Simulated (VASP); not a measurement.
A run of VASP 6.6.1 is set up as follows.

The input INCAR:

```
PREC = Accurate
ENCUT = 600
EDIFF = 1E-6
ISMEAR = 0
SIGMA = 0.1
LREAL = F
LASPH = T
NELM = 80
ALGO = Fast
ISIF = 3
LWAVE = F
LCHARG = F
GGA = PE
IBRION = 2
NSW = 90
EDIFFG = -0.04
```

File KPOINTS:

```
regular mesh
0
Gamma
  3 3 4
```

POSCAR

```
Sn
1.0
    6.2482436500      0.0000000000      0.0000000000
   -3.1241218200      5.4111377300      0.0000000000
    0.0000000000      0.0000000000      4.9462961600
Sn
6
Direct
    0.0000000000      0.0000000000      0.0000000000
    0.5000000000      0.0000000000      0.5000000000
    0.5000000000      0.5000000000      0.5000000000
    0.0000000000      0.5000000000      0.5000000000
    0.3333333300      0.6666666700      0.0000000000
    0.6666666700      0.3333333300      0.0000000000
```

Potentials or basis: VASP PAW PBE potentials, release 64 (Sn_d).

Launch:

```sh
$ cat potpaw_PBE.64/Sn_d/POTCAR > POTCAR
$ mpirun -np 1 vasp_std > vasp.out
```

Task: What does it give for the relaxed cell?

Result: a = 6.219 Å, b = 6.219 Å, c = 5.469 Å, α = 90.00°, β = 90.00°, γ = 120.00°.

Task: What does it give for the relaxed volume?

Result: 30.53 Å³/atom.

Final structure:
```
Sn
1.0
     6.21887    0.00000    0.00000
    -3.10943    5.38570    0.00000
     0.00000    0.00000    5.46921
Sn
6
Direct
  0.00000 0.00000 0.00000
  0.50000 0.00000 0.50000
  0.50000 0.50000 0.50000
  0.00000 0.50000 0.50000
  0.33333 0.66667 0.00000
  0.66667 0.33333 0.00000
```

Caveat: the k points lie up to 0.39 Å⁻¹ apart in the final cell, too coarse for converged energies and pressures of a metal.
